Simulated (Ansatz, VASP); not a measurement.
# One calculation of ReBi2, two programs

```
Re Bi
1.0
    -1.67758    1.67758    6.88198
     1.67758   -1.67758    6.88198
     1.67758    1.67758   -6.88198
Re Bi
1 2
Direct
  0.00000 0.00000 0.00000
  0.62470 0.62470 0.00000
  0.37530 0.37530 0.00000
```

Alike in both runs: functional PBE; k mesh 6 × 6 × 6; occupations gaussian, width 0.1 eV; no spin polarisation.

Ansatz relaxed the structure, and its values are those at the end. VASP's run is a single point on that final structure, the one shown.

```csv
,VASP,Ansatz
version,VASP 6.6.1,Ansatz 0.2.0
potentials or method,"VASP PAW PBE potentials, release 64 (Re, Bi_d), cutoff 520 eV","scalar-relativistic, plane waves, PAW"
valence electrons in the cell,37,45
```

|  | VASP | Ansatz | Ansatz less VASP |
| --- | --- | --- | --- |
| gap on the k mesh at the Fermi level (eV) | none | none | - |
| pressure (GPa) | 0.0 | 0.1 | +0.11 |
| rms of the force components (eV/Å) | 0.003 | 0.004 | +0.0007 |

A gap of «none» marks a metal or a gap that the smearing closes. The functional is the same, so the differences come from potentials, cutoffs and numerics. VASP's potentials hold 37 valence electrons a cell and Ansatz's 45, so a difference there can come from the potentials and not from the codes.

The k mesh is coarse, so the values compare programs but aren't converged. Neither program's run includes spin-orbit coupling.
